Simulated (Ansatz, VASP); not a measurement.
**Ga in VASP and in Ansatz**

INCAR

```
ALGO = Normal ; EDIFF = 1E-7
ENCUT = 520 ; GGA = PE
ISIF = 2 ; ISMEAR = -1
LASPH = T ; LCHARG = F
LREAL = F ; LWAVE = F
NBANDS = 20 ; NELM = 100
PREC = Accurate ; SIGMA = 0.08
```

Contents of KPOINTS:

```
k-points
0
Gamma
  17 17 17
```

File POSCAR:

```
Ga
1.0
   -2.6537042171      2.6537042171      1.3948755117
    2.6537042171     -2.6537042171      1.3948755117
    2.6537042171      2.6537042171     -1.3948755117
Ga
2
Direct
   -0.3750000000     -0.1250000000     -0.2500000000
    0.3750000000      0.1250000000      0.2500000000
```

Input for Ansatz:

```yaml
crystal:
  lattice:
    - [-2.6537042171, 2.6537042171, 1.3948755117]
    - [2.6537042171, -2.6537042171, 1.3948755117]
    - [2.6537042171, 2.6537042171, -1.3948755117]
  atoms:
    - { symbol: Ga, position: [-0.375, -0.125, -0.25] }
    - { symbol: Ga, position: [0.375, 0.125, 0.25] }
kpoints:
  mp_grid: { grid: [17, 17, 17] }
  band_path:
    path:
      - [0.0, 0.0, 0.0]
      - [0.0, 0.0, 0.5]
      - [-0.5, 0.5, 0.5]
      - [0.0, 0.0, 0.0]
      - [0.319072612, 0.319072612, -0.319072612]
      - [-0.319072612, 0.680927388, 0.319072612]
      - [-0.5, 0.5, 0.5]
      - [0.0, 0.0, 0.5]
      - [0.25, 0.25, 0.25]
    npoints: 14
scf:
  occupations: { method: fermi_dirac, width: 0.08 }
hamiltonian:
  xc: pbe
  pseudopotentials: { kind: all_electron, lapw: { basis_error: 0.001 } }
output:
  forces: true
  stress: true
  eigenvalues: true
  populations: true
  dos: { projected: true, de: 0.2, e_range: [-14, 8] }
```

Alike in both runs: task single point; functional PBE; k mesh 17 × 17 × 17; occupations fermi-dirac, width 0.08 eV; no spin polarisation.

|  | VASP | Ansatz |
| --- | --- | --- |
| version | VASP 6.6.1 | Ansatz 0.2.0 |
| potentials or method | VASP PAW PBE potentials, release 64 (Ga_d), cutoff 520 eV | all-electron LAPW, scalar-relativistic |

Ansatz gave:

* pressure (GPa): 0.0

Question: What did VASP give for the same quantities?

Answer: Pressure (GPa): 0.1.

Ansatz ran all-electron here, and VASP with PAW potentials.
